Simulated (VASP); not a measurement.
Cd, 1 atom in the cell. Symmetry: Fm-3m, No. 225, cubic system. The conventional cell has a = 3.303 Å, b = 3.303 Å, c = 3.303 Å, α = 90.00°, β = 90.00°, γ = 90.00°. Within 3.1 Å of Cd (site symmetry m-3m) lie 12 Cd at 2.34 Å. This isn't the form of Cd at room conditions, which is hcp.

| Item | Value |
| --- | --- |
| Program | VASP 6.6.1 |
| Task | single point |
| Functional | PBEsol |
| Potentials or basis | VASP PAW PBE potentials, release 64 (Cd) |
| Cutoff | 520 eV |
| k mesh | 17 × 17 × 17 |
| Occupations | fermi-dirac, width 0.08 eV |
| Spin | no spin polarisation |
| Dipole correction | no |
| Further INCAR settings | ALGO = Normal; EDIFF = 1e-06; NBANDS = 12 |

Potentials or basis: VASP PAW PBE potentials, release 64 (Cd).

The run is started by

```console
$ cat potpaw_PBE.64/Cd/POTCAR > POTCAR
$ mpirun -np 1 vasp_std > vasp.out
```

Hardware: 1 thread of Intel(R) Xeon(R) Platinum 8488C (Sapphire Rapids), on a shared host.

**Question.** Estimate the wall time of this run.

**Answer.** Run time: 9.4 s on 1 thread of Intel(R) Xeon(R) Platinum 8488C (Sapphire Rapids), with other jobs on the host, peak memory 0.12 GiB. Counts: scf iterations 11, k points 165.
